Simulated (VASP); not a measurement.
# C in VASP: single point with PBE+D3(BJ)

Aim: the single point of C with PBE+D3(BJ).

Everything below comes from runs of VASP 6.6.1. Logs are shortened: lines on timing, memory, paths and dates and some standing lists are left out, and cuts for length are marked.

## Step 1: The cell of the first run

The cell holds a slab with vacuum, 32 atoms: a = 9.864 Å, b = 9.864 Å, c = 12.000 Å, α = 90.00°, β = 90.00°, γ = 120.00°.

## Step 2: Single point, PBE+D3(BJ)

INCAR reads:

```
PREC     = Accurate       # precision mode
ENCUT    = 520            # plane-wave cutoff, eV
EDIFF    = 1E-6           # SCF threshold, eV
ISMEAR   = -1             # smearing method
SIGMA    = 0.02           # smearing width, eV
LREAL    = Auto         
LASPH    = T              # aspherical terms in the spheres
NELM     = 60             # most SCF steps
ALGO     = Normal         # electronic algorithm
ISIF     = 2              # what is computed and relaxed
LWAVE    = F              # write WAVECAR
LCHARG   = T              # write CHGCAR
GGA      = PE             # functional
IVDW     = 12             # dispersion correction
LELF     = T              # ELF
LVHAR    = T            
NBANDS   = 86             # bands
```

KPOINTS reads:

```
Automatic mesh
0
Gamma
  1 1 1
```

POSCAR reads:

```
C
1.0
    9.8640002408      0.0000000000      0.0000000000
   -4.9320001204      8.5424747915      0.0000000000
    0.0000000000      0.0000000000     12.0000000000
C
32
Direct
    0.0000000000      0.0000000000      0.0833333333
    0.1666666667      0.0833333333      0.0833333333
    0.0000000000      0.2500000000      0.0833333333
    0.1666666667      0.3333333333      0.0833333333
    0.0000000000      0.5000000000      0.0833333333
    0.1666666667      0.5833333333      0.0833333333
    0.0000000000      0.7500000000      0.0833333333
    0.1666666667      0.8333333333      0.0833333333
    0.2500000000      0.0000000000      0.0833333333
    0.4166666667      0.0833333333      0.0833333333
    0.2500000000      0.2500000000      0.0833333333
    0.4166666667      0.3333333333      0.0833333333
    0.2500000000      0.5000000000      0.0833333333
    0.4166666667      0.5833333333      0.0833333333
    0.2500000000      0.7500000000      0.0833333333
    0.4166666667      0.8333333333      0.0833333333
    0.5000000000      0.0000000000      0.0833333333
    0.6666666667      0.0833333333      0.0833333333
    0.5000000000      0.2500000000      0.0833333333
    0.6666666667      0.3333333333      0.0833333333
    0.5000000000      0.5000000000      0.0833333333
    0.6666666667      0.5833333333      0.0833333333
    0.5000000000      0.7500000000      0.0833333333
    0.6666666667      0.8333333333      0.0833333333
    0.7500000000      0.0000000000      0.0833333333
    0.9166666667      0.0833333333      0.0833333333
    0.7500000000      0.2500000000      0.0833333333
    0.9166666667      0.3333333333      0.0833333333
    0.7500000000      0.5000000000      0.0833333333
    0.9166666667      0.5833333333      0.0833333333
    0.7500000000      0.7500000000      0.0833333333
    0.9166666667      0.8333333333      0.0833333333
```

Potentials or basis: VASP PAW PBE potentials, release 64 (C).

The run is started by

```console
$ cat potpaw_PBE.64/C/POTCAR > POTCAR
$ mpirun -np 1 vasp_gam > vasp.out
```

OUTCAR:

```text
PREC = Accurate
   ENCUT = 520
   EDIFF = 1E-6
   ISMEAR = -1
   LREAL = Auto
   LASPH = T
   NELM = 60
   ISIF = 2
   GGA = PE
   IVDW = 12
 IVDW          = 12

 ion  position               nearest neighbor table
   1  0.000  0.000  0.083-  26 1.42   2 1.42  32 1.42
   2  0.167  0.083  0.083-   9 1.42   1 1.42  11 1.42
   3  0.000  0.250  0.083-  28 1.42   4 1.42  26 1.42
   4  0.167  0.333  0.083-  11 1.42   3 1.42  13 1.42
   5  0.000  0.500  0.083-  30 1.42   6 1.42  28 1.42
   6  0.167  0.583  0.083-  13 1.42   5 1.42  15 1.42
[... 24 lines left out ...]
  31  0.750  0.750  0.083-  24 1.42  32 1.42  22 1.42
  32  0.917  0.833  0.083-   7 1.42  31 1.42   1 1.42

  LATTYP: Found a hexagonal cell.
 ALAT       =     9.8640002408
 C/A-ratio  =     1.2165449825

  Lattice vectors:

 A1 = (   9.8640002408,   0.0000000000,   0.0000000000)
 A2 = (  -4.9320001204,   8.5424747915,   0.0000000000)
 A3 = (   0.0000000000,   0.0000000000,  12.0000000000)

Analysis of symmetry for initial positions (statically):
=====================================================================
 Subroutine PRICEL returns following result:

  LATTYP: Found a hexagonal cell.
 ALAT       =     2.4660000602
 C/A-ratio  =     4.8661799299

  Lattice vectors:

 A1 = (   2.4660000602,   0.0000000000,   0.0000000000)
 A2 = (  -1.2330000301,   2.1356186979,   0.0000000000)
 A3 = (   0.0000000000,   0.0000000000,  12.0000000000)

  16 primitive cells build up your supercell.

 Routine SETGRP: Setting up the symmetry group for a
 hexagonal supercell.

 Subroutine GETGRP returns: Found 24 space group operations
 (whereof  6 operations were pure point group operations)
 out of a pool of 24 trial point group operations.

The static configuration has the point symmetry C_3v.
 The point group associated with its full space group is D_6h.

Analysis of symmetry for dynamics (positions and initial velocities):
=====================================================================
 Subroutine PRICEL returns following result:

  LATTYP: Found a hexagonal cell.
 ALAT       =     2.4660000602
 C/A-ratio  =     4.8661799299

  Lattice vectors:

 A1 = (   2.4660000602,   0.0000000000,   0.0000000000)
 A2 = (  -1.2330000301,   2.1356186979,   0.0000000000)
 A3 = (   0.0000000000,   0.0000000000,  12.0000000000)

  16 primitive cells build up your supercell.

 Routine SETGRP: Setting up the symmetry group for a
 hexagonal supercell.

 Subroutine GETGRP returns: Found 24 space group operations
 (whereof  6 operations were pure point group operations)
 out of a pool of 24 trial point group operations.

The dynamic configuration has the point symmetry C_3v.
 The point group associated with its full space group is D_6h.

 Subroutine INISYM returns: Found 24 space group operations
 (whereof  6 operations are pure point group operations),
 and found    16 'primitive' translations

----------------------------------------------------------------------------------------

                                     Primitive cell

  volume of cell :      63.1972

  direct lattice vectors                    reciprocal lattice vectors
     2.466000060  0.000000000  0.000000000     0.405514994  0.234124191  0.000000000
    -1.233000030  2.135618698  0.000000000     0.000000000  0.468248382  0.000000000
     0.000000000  0.000000000 12.000000000     0.000000000  0.000000000  0.083333333

  length of vectors
     2.466000060  2.466000060 12.000000000     0.468248382  0.468248382  0.083333333

  position of ions in fractional coordinates (direct lattice)
     0.000000000  0.000000000  0.083333333
     0.666666667  0.333333333  0.083333333

  ion indices of the primitive-cell ions
   primitive index   ion index
                 1           1
                 2          26

----------------------------------------------------------------------------------------

 KPOINTS: Automatic mesh

Automatic generation of k-mesh.
 Grid dimensions read from file:
 generate k-points for:    1    1    1

 Generating k-lattice:

  Cartesian coordinates                     Fractional coordinates (reciprocal lattice)
     0.101378749  0.058531048  0.000000000     1.000000000 -0.000000000  0.000000000
     0.000000000  0.117062096  0.000000000     0.000000000  1.000000000  0.000000000
     0.000000000  0.000000000  0.083333333     0.000000000  0.000000000  1.000000000

  Length of vectors
     0.117062096  0.117062096  0.083333333

  Shift w.r.t. Gamma in fractional coordinates (k-lattice)
     0.000000000  0.000000000  0.000000000

 Subroutine IBZKPT returns following result:
 ===========================================

 Found      1 irreducible k-points:

 Following reciprocal coordinates:
            Coordinates               Weight
  0.000000  0.000000  0.000000      1.000000
   k-points           NKPTS =      1   k-points in BZ     NKDIM =      1   number of bands    NBANDS=     86
   number of dos      NEDOS =    301   number of ions     NIONS =     32
   total plane-waves  NPLWV = 576000
   dimension x,y,z NGX =    80 NGY =   80 NGZ =   90
   dimension x,y,z NGXF=   160 NGYF=  160 NGZF=  180
   ions per type =              32
   NGX,Y,Z   is equivalent  to a cutoff of  13.48, 13.48, 12.47 a.u.
   NGXF,Y,Z  is equivalent  to a cutoff of  26.97, 26.97, 24.94 a.u.
 SYSTEM =  unknown system
   PREC   = accura    normal or accurate (medium, high low for compatibility)
   ISTART =      0    job   : 0-new  1-cont  2-samecut
   ICHARG =      2    charge: 1-file 2-atom 10-const
   ISPIN  =      1    spin polarized calculation?
   LNONCOLLINEAR =      F non collinear calculations
   LSORBIT =      F    spin-orbit coupling
   LASPH  =      T    aspherical Exc in radial PAW
   ENCUT  =  520.0 eV  38.22 Ry    6.18 a.u.  18.34 18.34 22.31*2*pi/ulx,y,z
   NELM   =     60;   NELMIN=  2; NELMDL= -5     # of ELM steps
   EDIFF  = 0.1E-05   stopping-criterion for ELM
   LREAL  =      T    real-space projection
   EDIFFG = 0.1E-04   stopping-criterion for IOM
   NSW    =      0    number of steps for IOM
   IBRION =     -1    ionic relax: 0-MD 1-quasi-New 2-CG
   NFREE  =      0    steps in history (QN), initial steepest desc. (CG)
   ISIF   =      2    stress and relaxation
   ISYM   =      2    0-nonsym 1-usesym 2-fastsym
   POTIM  = 0.5000    time-step for ionic-motion
   TEBEG  =    0.0;   TEEND  =   0.0 temperature during run
   PSTRESS=    0.0 pullay stress
   NELECT =     128.0000    total number of electrons
   NUPDOWN=      -1.0000    fix difference up-down
   EMIN   =  10.00;   EMAX   =-10.00  energy-range for DOS
   EFERMI =   0.00;   METHOD = LEGACY
   ISMEAR =    -1;   SIGMA  =   0.02  broadening in eV -4-tet -1-fermi 0-gaus
   EFERMI_NEDOS =   21; number of points for ismear=-14 and -15
   IALGO  =     38    algorithm
   IMIX   =      4    mixing-type and parameters
     AMIX     =   0.40;   BMIX     =  1.00
     AMIX_MAG =   1.60;   BMIX_MAG =  1.00
  volume/ion in A,a.u.               =      31.60       213.24
  Fermi-wavevector in a.u.,A,eV,Ry     =   0.822001  1.553356  9.193253  0.675685
  Thomas-Fermi vector in A             =   1.933259
   LORBIT       =      0    0 simple, 1 ext, 2 COOP (PROOUT), +10 PAW based schemes
   GGA     = PE    functional components
   LHFCALC =     F    Hartree Fock is set to
   AEXX    =    0.0000 exact exchange contribution
   IVDW    =    12    specifies the selected vdW correction
   LEPSILON=     F    determine dielectric tensor
   LRPA    =     F    only Hartree local field effects (RPA)
 non-spin polarized calculation
  energy-cutoff  :      520.00
  volume of cell :     1011.16
 maximum number of plane-waves:     13637
 NGX is ok and might be reduce to    80
   NGX = 37   NGY = 37   NGZ = 45

 number of electron     128.0000000 magnetization

 Free energy of the ion-electron system (eV)
  ---------------------------------------------------
  ext. energy  EPLUGINS =         0.00000000
  ---------------------------------------------------
  free energy    TOTEN  =      -295.74386349 eV

  energy without entropy =     -295.74386349  energy(sigma->0) =     -295.74386349

 E-fermi :  -3.5975     XC(G=0):  -3.5700

 val. band max:       -4.0951296835   @ k =   0.0000   0.0000   0.0000
 cond. band min:      -0.0580355511   @ k =   0.0000   0.0000   0.0000
 fundamental gap:      4.0370941324
 Fermi energy:        -3.5974735131

 k-point     1 :       0.0000    0.0000    0.0000
  band No.  band energies     occupation
      1     -21.2555      2.00000
      2     -19.7900      2.00000
      3     -19.7900      2.00000
      4     -19.7900      2.00000
      5     -19.7900      2.00000
      6     -19.7900      2.00000
[... 68 lines left out ...]
     75       2.6069      0.00000
     76       3.4693      0.00000
 [bands above 76 left out]

------------------------ aborting loop because EDIFF is reached ----------------------------------------

 Edisp (eV)   -2.84774

 E8    (eV) :    -0.8874

  FORCE on cell =-STRESS in cart. coord.  units (eV):
  Direction    XX          YY          ZZ          XY          YZ          ZX
  --------------------------------------------------------------------------------------
  -------------------------------------------------------------------------------------
  Total      -0.41672    -0.41672    -0.28045    -0.00000     0.00000     0.00000
  in kB      -0.66029    -0.66029    -0.44438    -0.00000     0.00000     0.00000
  external pressure =       -0.59 kB  Pullay stress =        0.00 kB

 VOLUME and BASIS-vectors are now :
 -----------------------------------------------------------------------------
  energy-cutoff  :      520.00
  volume of cell :     1011.16
      direct lattice vectors                 reciprocal lattice vectors
     9.864000241  0.000000000  0.000000000     0.101378749  0.058531048  0.000000000
    -4.932000120  8.542474792  0.000000000     0.000000000  0.117062096  0.000000000
     0.000000000  0.000000000 12.000000000     0.000000000  0.000000000  0.083333333

 POSITION                                       TOTAL-FORCE (eV/Angst)
 -----------------------------------------------------------------------------------
      0.00000      0.00000      1.00000        -0.000000      0.000000     -0.000000
      1.23300      0.71187      1.00000         0.000000      0.000000     -0.000000
     -1.23300      2.13562      1.00000        -0.000000      0.000000      0.000000
      0.00000      2.84749      1.00000         0.000000     -0.000000     -0.000000
     -2.46600      4.27124      1.00000        -0.000000     -0.000000      0.000000
     -1.23300      4.98311      1.00000         0.000000      0.000000     -0.000000
[... 24 lines left out ...]
      3.69900      6.40686      1.00000        -0.000000      0.000000     -0.000000
      4.93200      7.11873      1.00000         0.000000      0.000000      0.000000
 -----------------------------------------------------------------------------------
    total drift:                               -0.000023      0.000013     -0.000000

  FREE ENERGIE OF THE ION-ELECTRON SYSTEM (eV)
  ---------------------------------------------------
  free  energy   TOTEN  =      -298.5916034813 eV

  energy  without entropy=     -298.5916034813  energy(sigma->0) =     -298.59160348
```

It took 5.1 min on 1 thread of AMD EPYC 7R43 (Zen 3), shared host; peak memory 0.88 GiB.

Results:

```yaml
Free_energy: -298.5916 eV
Band_gap_on_the_k_mesh: 4.04 eV
Dispersion_energy_per_atom: -0.089 eV
```

Caveat: the k points lie up to 0.74 Å⁻¹ apart.
